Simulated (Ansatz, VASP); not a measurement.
**One calculation of NaH, two programs**

File POSCAR:

```
NaH
1.0
    0.0000000000      2.3975122873      2.3975122873
    2.3975122873      0.0000000000      2.3975122873
    2.3975122873      2.3975122873      0.0000000000
Na H
1 1
Direct
    0.0000000000      0.0000000000      0.0000000000
    0.5000000000      0.5000000000      0.5000000000
```

Contents of INCAR.step1:

```
SYSTEM = NaH
  PREC = Accurate
  ENCUT = 550
  ISMEAR = 0
  SIGMA = 0.01
  LREAL = .False.
  LASPH = .True.
  NELM = 120
  NBANDS = 11
  GGA = PE
  ALGO = Normal
  EDIFF = 1E-5
  LWAVE = .True.
  LCHARG = .False.
  GGA_COMPAT = .False.
```

File INCAR.step2:

```
SYSTEM = NaH
  PREC = Accurate
  ENCUT = 550
  EDIFF = 1E-6
  ISMEAR = 0
  SIGMA = 0.01
  LREAL = .False.
  LASPH = .True.
  NELM = 120
  ALGO = Normal
  ISIF = 2
  LWAVE = .False.
  LCHARG = .False.
  METAGGA = R2SCAN
  LMIXTAU = .True.
  NBANDS = 11
  ISTART = 1
  GGA_COMPAT = .False.
```

KPOINTS

```
Automatic mesh
0
Gamma
  6 6 6
  0 0 0
```

Input for Ansatz:

```yaml
crystal:
  lattice:
    - [0.0, 2.3975122873, 2.3975122873]
    - [2.3975122873, 0.0, 2.3975122873]
    - [2.3975122873, 2.3975122873, 0.0]
  atoms:
    - { symbol: Na, position: [0.0, 0.0, 0.0] }
    - { symbol: H, position: [0.5, 0.5, 0.5] }
kpoints:
  mp_grid: { grid: [6, 6, 6] }
hamiltonian:
  xc: r2scan
scf:
  occupations: { method: fixed }
  n_extra_bands: 4
output:
  forces: true
  stress: true
  eigenvalues: true
```

Alike in both runs: task single point; functional r2SCAN; k mesh 6 × 6 × 6; no spin polarisation.

|  | VASP | Ansatz |
| --- | --- | --- |
| version | VASP 6.6.1 | Ansatz 0.2.0 |
| potentials or method | VASP PAW PBE potentials, release 64 (Na_pv, H) | plane waves |
| plane-wave cutoff (eV) | 550 | 500 |
| occupations | gaussian, width 0.01 eV | fixed |
| valence electrons in the cell | 8 | 10 |

|  | VASP | Ansatz | Ansatz less VASP |
| --- | --- | --- | --- |
| gap on the k mesh at the Fermi level (eV) | 4.46 | 4.44 | -0.012 |
| pressure (GPa) | -0.3 | 0.0 | +0.29 |

VASP's potentials were made for PBE, not for r2SCAN. VASP's potentials hold 8 valence electrons a cell and Ansatz's 10, so a difference there can come from the potentials and not from the codes.
